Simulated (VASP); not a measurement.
# Mn (Fd-3m) in VASP: a series of runs

Mn is run at these levels: RPBE; tasks: single point, relaxation of cell and atoms.

Program: VASP 6.6.1. These are calculated values, not measurements. Logs are shortened: lines on timing, memory, paths and dates and some standing lists are left out, and cuts for length are marked.

### 1 The cell of the first run

It takes space group Fd-3m (No. 227, cubic). The conventional cell has a = 5.444 Å, b = 5.444 Å, c = 5.444 Å, α = 90.00°, β = 90.00°, γ = 90.00°. Within 3.1 Å of Mn (site symmetry -43m) lie 4 Mn at 2.36 Å.

### 2 Single point, RPBE, collinear spin, antiferromagnetic start (volume scaled by 1.08)

File INCAR:

```
  PREC = Accurate
  ENCUT = 520
  EDIFF = 1E-6
  ISMEAR = -1
  SIGMA = 0.05
  LREAL = F
  LASPH = T
  NELM = 150
  ALGO = Normal
  ISIF = 2
  LWAVE = F
  LCHARG = F
  ISPIN = 2
  MAGMOM = 2.622 -2.622
  LORBIT = 11
  LMAXMIX = 4
  GGA = RP
  NBANDS = 24
```

File KPOINTS:

```
regular mesh
0
Gamma
  12 12 12
```

File POSCAR:

```
Mn
1.0
    0.0000000000      2.7220634962      2.7220634962
    2.7220634962      0.0000000000      2.7220634962
    2.7220634962      2.7220634962      0.0000000000
Mn
2
Direct
    0.1250000000      0.1250000000      0.1250000000
    0.8750000000      0.8750000000      0.8750000000
```

Potentials or basis: VASP PAW PBE potentials, release 64 (Mn_pv).

Started as:

```sh
$ cat potpaw_PBE.64/Mn_pv/POTCAR > POTCAR
$ mpirun -np 1 vasp_std > vasp.out
```

OUTCAR:

```text
PREC = Accurate
   ENCUT = 520
   EDIFF = 1E-6
   ISMEAR = -1
   LREAL = F
   LASPH = T
   NELM = 150
   ISIF = 2
   ISPIN = 2
   LORBIT = 11
   GGA = RP

 ion  position               nearest neighbor table
   1  0.125  0.125  0.125-   2 2.36   2 2.36   2 2.36   2 2.36
   2  0.875  0.875  0.875-   1 2.36   1 2.36   1 2.36   1 2.36

  LATTYP: Found a face centered cubic cell.
 ALAT       =     5.4441269924

  Lattice vectors:

 A1 = (   0.0000000000,   2.7220634962,   2.7220634962)
 A2 = (   2.7220634962,   0.0000000000,   2.7220634962)
 A3 = (   2.7220634962,   2.7220634962,   0.0000000000)

Analysis of symmetry for initial positions (statically):
=====================================================================
 Subroutine PRICEL returns:
 Original cell was already a primitive cell.

 Routine SETGRP: Setting up the symmetry group for a
 face centered cubic supercell.

 Subroutine GETGRP returns: Found 48 space group operations
 (whereof 12 operations were pure point group operations)
 out of a pool of 48 trial point group operations.

The static configuration has the point symmetry D_3d.
 The point group associated with its full space group is O_h .

Analysis of symmetry for dynamics (positions and initial velocities):
=====================================================================
 Subroutine PRICEL returns:
 Original cell was already a primitive cell.

 Routine SETGRP: Setting up the symmetry group for a
 face centered cubic supercell.

 Subroutine GETGRP returns: Found 48 space group operations
 (whereof 12 operations were pure point group operations)
 out of a pool of 48 trial point group operations.

The dynamic configuration has the point symmetry D_3d.
 The point group associated with its full space group is O_h .

Analysis of structural, dynamic, and magnetic symmetry:
=====================================================================
 Subroutine PRICEL returns:
 Original cell was already a primitive cell.

 Routine SETGRP: Setting up the symmetry group for a
 face centered cubic supercell.

 Subroutine GETGRP returns: Found 48 space group operations
 (whereof 12 operations were pure point group operations)
 out of a pool of 48 trial point group operations.

The overall configuration has the point symmetry D_3d.
 The point group associated with its full space group is O_h .

 Subroutine INISYM returns: Found 48 space group operations
 (whereof 12 operations are pure point group operations),
 and found     1 'primitive' translations

----------------------------------------------------------------------------------------

                                     Primitive cell

  volume of cell :      40.3390

  direct lattice vectors                    reciprocal lattice vectors
     0.000000000  2.722063496  2.722063496    -0.183684180  0.183684180  0.183684180
     2.722063496  0.000000000  2.722063496     0.183684180 -0.183684180  0.183684180
     2.722063496  2.722063496  0.000000000     0.183684180  0.183684180 -0.183684180

  length of vectors
     3.849579114  3.849579114  3.849579114     0.318150332  0.318150332  0.318150332

  position of ions in fractional coordinates (direct lattice)
     0.125000000  0.125000000  0.125000000
     0.875000000  0.875000000  0.875000000

  ion indices of the primitive-cell ions
   primitive index   ion index
                 1           1
                 2           2

----------------------------------------------------------------------------------------

 KPOINTS: regular mesh

Automatic generation of k-mesh.
 Grid dimensions read from file:
 generate k-points for:   12   12   12

 Generating k-lattice:

  Cartesian coordinates                     Fractional coordinates (reciprocal lattice)
    -0.015307015  0.015307015  0.015307015     0.083333333  0.000000000  0.000000000
     0.015307015 -0.015307015  0.015307015     0.000000000  0.083333333  0.000000000
     0.015307015  0.015307015 -0.015307015     0.000000000  0.000000000  0.083333333

  Length of vectors
     0.026512528  0.026512528  0.026512528

  Shift w.r.t. Gamma in fractional coordinates (k-lattice)
     0.000000000  0.000000000  0.000000000

 Subroutine IBZKPT returns following result:
 ===========================================

 Found     72 irreducible k-points:

 Following reciprocal coordinates:
            Coordinates               Weight
  0.000000  0.000000  0.000000      1.000000
  0.083333  0.000000  0.000000      8.000000
  0.166667  0.000000  0.000000      8.000000
  0.250000  0.000000  0.000000      8.000000
  0.333333  0.000000  0.000000      8.000000
  0.416667  0.000000  0.000000      8.000000
[... 16 lines left out ...]
  0.500000  0.166667  0.000000     24.000000
 -0.416667  0.166667  0.000000     24.000000
 [... further k-points ...]
   k-points           NKPTS =     72   k-points in BZ     NKDIM =     72   number of bands    NBANDS=     24
   number of dos      NEDOS =    301   number of ions     NIONS =      2
   total plane-waves  NPLWV =  27000
   dimension x,y,z NGX =    30 NGY =   30 NGZ =   30
   dimension x,y,z NGXF=    60 NGYF=   60 NGZF=   60
   ions per type =               2
   NGX,Y,Z   is equivalent  to a cutoff of  12.96, 12.96, 12.96 a.u.
   NGXF,Y,Z  is equivalent  to a cutoff of  25.91, 25.91, 25.91 a.u.
 SYSTEM =  unknown system
   PREC   = accura    normal or accurate (medium, high low for compatibility)
   ISTART =      0    job   : 0-new  1-cont  2-samecut
   ICHARG =      2    charge: 1-file 2-atom 10-const
   ISPIN  =      2    spin polarized calculation?
   LNONCOLLINEAR =      F non collinear calculations
   LSORBIT =      F    spin-orbit coupling
   LASPH  =      T    aspherical Exc in radial PAW
   ENCUT  =  520.0 eV  38.22 Ry    6.18 a.u.   7.16  7.16  7.16*2*pi/ulx,y,z
   NELM   =    150;   NELMIN=  2; NELMDL= -5     # of ELM steps
   EDIFF  = 0.1E-05   stopping-criterion for ELM
   LREAL  =      F    real-space projection
   EDIFFG = 0.1E-04   stopping-criterion for IOM
   NSW    =      0    number of steps for IOM
   IBRION =     -1    ionic relax: 0-MD 1-quasi-New 2-CG
   NFREE  =      0    steps in history (QN), initial steepest desc. (CG)
   ISIF   =      2    stress and relaxation
   ISYM   =      2    0-nonsym 1-usesym 2-fastsym
   POTIM  = 0.5000    time-step for ionic-motion
   TEBEG  =    0.0;   TEEND  =   0.0 temperature during run
   PSTRESS=    0.0 pullay stress
   NELECT =      26.0000    total number of electrons
   NUPDOWN=      -1.0000    fix difference up-down
   EMIN   =  10.00;   EMAX   =-10.00  energy-range for DOS
   EFERMI =   0.00;   METHOD = LEGACY
   ISMEAR =    -1;   SIGMA  =   0.05  broadening in eV -4-tet -1-fermi 0-gaus
   EFERMI_NEDOS =   21; number of points for ismear=-14 and -15
   IALGO  =     38    algorithm
   IMIX   =      4    mixing-type and parameters
     AMIX     =   0.40;   BMIX     =  1.00
     AMIX_MAG =   1.60;   BMIX_MAG =  1.00
  volume/ion in A,a.u.               =      20.17       136.11
  Fermi-wavevector in a.u.,A,eV,Ry     =   1.414136  2.672329 27.208649  1.999779
  Thomas-Fermi vector in A             =   2.535709
   LORBIT       =     11    0 simple, 1 ext, 2 COOP (PROOUT), +10 PAW based schemes
   GGA     = RP    functional components
   LHFCALC =     F    Hartree Fock is set to
   AEXX    =    0.0000 exact exchange contribution
   IVDW    =     0    specifies the selected vdW correction
   LEPSILON=     F    determine dielectric tensor
   LRPA    =     F    only Hartree local field effects (RPA)
 spin polarized calculation
  energy-cutoff  :      520.00
  volume of cell :       40.34
 maximum number of plane-waves:      1106
 NGX is ok and might be reduce to    30
   NGX = 15   NGY = 15   NGZ = 15

 number of electron      25.9999980 magnetization      -0.0000000

 number of electron      25.9999980 magnetization       0.0000000

 Free energy of the ion-electron system (eV)
  ---------------------------------------------------
  ext. energy  EPLUGINS =         0.00000000
  ---------------------------------------------------
  free energy    TOTEN  =       -14.56907387 eV

  energy without entropy =      -14.56213189  energy(sigma->0) =      -14.56560288

 E-fermi :   4.5957     XC(G=0): -10.1404

 val. band max:        4.5597051269   @ k =  -0.0833   0.0833   0.0000
 cond. band min:       4.6213832310   @ k =   0.0833   0.0833   0.0000
 fundamental gap:      0.0616781041
 Fermi energy:         4.5956857749

 spin component 1

 k-point     1 :       0.0000    0.0000    0.0000
  band No.  band energies     occupation
      1     -45.4043      1.00000
      2     -45.4043      1.00000
      3     -45.4043      1.00000
      4     -42.1614      1.00000
      5     -42.1614      1.00000
      6     -42.1614      1.00000
[... 16 lines left out ...]
     23      15.7062      0.00000
     24      17.0970      0.00000
[... 598 lines left out ...]
      2     -45.4090      1.00000
      3     -45.4019      1.00000
      4     -42.1688      1.00000
      5     -42.1572      1.00000
      6     -42.1562      1.00000
[... 16 lines left out ...]
     23      18.0126      0.00000
     24      20.0194      0.00000

 [... further k-points ...]

 spin component 2

 k-point     1 :       0.0000    0.0000    0.0000
  band No.  band energies     occupation
      1     -45.4043      1.00000
      2     -45.4043      1.00000
      3     -45.4043      1.00000
      4     -42.1614      1.00000
      5     -42.1614      1.00000
      6     -42.1614      1.00000
[... 16 lines left out ...]
     23      15.7062      0.00000
     24      17.0970      0.00000
[... 598 lines left out ...]
      2     -45.4090      1.00000
      3     -45.4019      1.00000
      4     -42.1688      1.00000
      5     -42.1572      1.00000
      6     -42.1562      1.00000
[... 16 lines left out ...]
     23      18.0126      0.00000
     24      20.0194      0.00000

 [... further k-points ...]
[... 5 lines left out ...]
  --------------------------------------------------------------------------------------
  -------------------------------------------------------------------------------------
  Total       -0.4993738     -0.4993738     -0.4993738     -0.0000000      0.0000000     -0.0000000
  in kB      -19.8340593    -19.8340593    -19.8340593     -0.0000000      0.0000000     -0.0000000
  external PRESSURE =     -19.8340593 kB  Pullay stress =       0.0000000 kB

 VOLUME and BASIS-vectors are now :
 -----------------------------------------------------------------------------
  energy-cutoff  :      520.00
  volume of cell :       40.34
      direct lattice vectors                 reciprocal lattice vectors
     0.000000000  2.722063496  2.722063496    -0.183684180  0.183684180  0.183684180
     2.722063496  0.000000000  2.722063496     0.183684180 -0.183684180  0.183684180
     2.722063496  2.722063496  0.000000000     0.183684180  0.183684180 -0.183684180

 POSITION                                       TOTAL-FORCE (eV/Angst)
 -----------------------------------------------------------------------------------
      0.68052      0.68052      0.68052         0.000000      0.000000      0.000000
      4.76361      4.76361      4.76361        -0.000000     -0.000000     -0.000000
 -----------------------------------------------------------------------------------
    total drift:                               -0.000000      0.000000      0.000000

  FREE ENERGIE OF THE ION-ELECTRON SYSTEM (eV)
  ---------------------------------------------------
  free  energy   TOTEN  =       -14.5690738718 eV

  energy  without entropy=      -14.5621318873  energy(sigma->0) =      -14.56560288

 total charge

# of ion       s       p       d       tot
------------------------------------------
    1        0.424   6.185   5.029  11.639
    2        0.424   6.185   5.029  11.639
--------------------------------------------------
tot          0.849  12.370  10.059  23.278

 magnetization (x)

# of ion       s       p       d       tot
------------------------------------------
    1        0.084  -0.003   3.000   3.082
    2       -0.084   0.003  -3.000  -3.082
--------------------------------------------------
tot          0.000   0.000   0.000   0.000
```

It took 2.6 min on 1 thread of Intel Xeon Platinum 8259CL at 2.50GHz (Skylake/Cascade Lake), shared host; peak memory 0.24 GiB.

What came out:

```
Free energy                                           : -14.5691 eV
Pressure                                              : -2.0 GPa
Band gap on the k mesh                                : zero (filled and empty bands overlap)
Net moment                                            : 0.00 μB per cell
Site moments                                          : Mn +3.08, -3.08 μB
Valence electrons inside the program's atomic spheres : Mn 11.64
```

Caveat: the PAW data sets were made with another functional, which shifts forces and pressure a little.

### 3 Single point, RPBE, collinear spin, antiferromagnetic start (volume scaled by 1.12)

File INCAR:

```
SYSTEM = Mn
PREC = Accurate ; ENCUT = 520
EDIFF = 1E-6 ; ISMEAR = -1
SIGMA = 0.05 ; LREAL = .FALSE.
LASPH = .TRUE. ; NELM = 150
ALGO = Normal ; ISIF = 2
LWAVE = .FALSE. ; LCHARG = .FALSE.
ISPIN = 2 ; MAGMOM = 2.622 -2.622
LORBIT = 11 ; LMAXMIX = 4
GGA = RP ; NBANDS = 24
```

File KPOINTS:

```
regular mesh
0
G
  12 12 12
  0 0 0
```

File POSCAR:

```
Mn
1.0
    0.0000000000      2.7552626645      2.7552626645
    2.7552626645      0.0000000000      2.7552626645
    2.7552626645      2.7552626645      0.0000000000
Mn
2
Direct
    0.1250000000      0.1250000000      0.1250000000
    0.8750000000      0.8750000000      0.8750000000
```

Potentials or basis: VASP PAW PBE potentials, release 64 (Mn_pv).

Started as:

```sh
$ cat potpaw_PBE.64/Mn_pv/POTCAR > POTCAR
$ mpirun -np 1 vasp_std > vasp.out
```

Run time: 2.5 min. Hardware: 1 thread of Intel Xeon Platinum 8259CL at 2.50GHz (Skylake/Cascade Lake), shared host; peak memory 0.24 GiB.

It converged, with:

```
Free energy                                           : -14.5472 eV
Pressure                                              : -2.8 GPa
Band gap on the k mesh                                : zero (filled and empty bands overlap)
Net moment                                            : 0.00 μB per cell
Site moments                                          : Mn +3.20, -3.20 μB
Valence electrons inside the program's atomic spheres : Mn 11.60
```

Levels at points of the mesh, in eV from the Fermi level:
Spin up:
```csv
k point,band 10,band 11,band 12,band 13,band 14,band 15,band 16,band 17
"(0.00, 0.00, 0.00)",-2.88,-2.88,-2.88,0.13,0.13,0.13,1.35,1.35
"(0.50, 0.00, 0.00)",-2.71,-2.71,-2.30,-1.58,0.44,0.44,1.24,1.24
"(0.50, 0.50, 0.00)",-2.68,-2.36,-1.57,-1.45,0.89,1.21,1.21,1.38
```
Spin down:
| k point | band 9 | band 10 | band 11 | band 12 | band 13 | band 14 | band 15 | band 16 | band 17 | band 18 |
| --- | --- | --- | --- | --- | --- | --- | --- | --- | --- | --- |
| (0.00, 0.00, 0.00) | -2.89 | -2.88 | -2.88 | -2.88 | 0.13 | 0.13 | 0.13 | 1.35 | 1.35 | 10.40 |
| (0.50, 0.00, 0.00) | -2.93 | -2.71 | -2.71 | -2.30 | -1.58 | 0.44 | 0.44 | 1.24 | 1.24 | 1.82 |
| (0.50, 0.50, 0.00) | -2.68 | -2.68 | -2.36 | -1.57 | -1.45 | 0.89 | 1.21 | 1.21 | 1.38 | 2.40 |

Caveat: the PAW data sets were made with another functional, which shifts forces and pressure a little.

(Continued in part 2 of 2.)
